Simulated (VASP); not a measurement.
Set up this calculation in VASP 6.6.1, as the native input.

```
Task                   : single point
Functional             : PBE
Potentials or basis    : VASP PAW PBE potentials, release 64 (Mg, Sn_d)
Cutoff                 : 600 eV
k mesh                 : 6 × 6 × 6
Occupations            : gaussian, width 0.05 eV
Spin                   : no spin polarisation
Dipole correction      : no
Further INCAR settings : ALGO = Normal; EDIFF = 1e-06; NBANDS = 16
```

The structure of Mg2Sn lies in POSCAR:

```
Mg2Sn
1.0
    0.0000000000      3.3907276572      3.3907276572
    3.3907276572      0.0000000000      3.3907276572
    3.3907276572      3.3907276572      0.0000000000
Mg Sn
2 1
Direct
    0.2500000000      0.2500000000      0.2500000000
    0.7500000000      0.7500000000      0.7500000000
    0.0000000000      0.0000000000      0.0000000000
```

These files were run (other wordings do the same):

INCAR

```
ALGO = Normal
EDIFF = 1E-6
ENCUT = 600
GGA = PE
GGA_COMPAT = F
ISIF = 2
ISMEAR = 0
LASPH = T
LCHARG = T
LELF = T
LREAL = F
LVHAR = T
LWAVE = F
NBANDS = 16
NELM = 120
PREC = Accurate
SIGMA = 0.05
```

KPOINTS

```
k-points
0
Gamma
  6 6 6
```

Potentials or basis: VASP PAW PBE potentials, release 64 (Mg, Sn_d).

Run with:

```sh
$ cat potpaw_PBE.64/Mg/POTCAR potpaw_PBE.64/Sn_d/POTCAR > POTCAR
$ mpirun -np 1 vasp_std > vasp.out
```

It gave:

```yaml
Pressure: 0.7 GPa
Band_gap_on_the_k_mesh: zero (bands 9 and 10 overlap by 0.18 eV)
```

Caveat: spin-orbit coupling is left out, which moves the levels of the heavy elements.

It took 45 s on 1 thread of Intel Xeon 8259CL (shared host), peak memory 0.25 GiB.
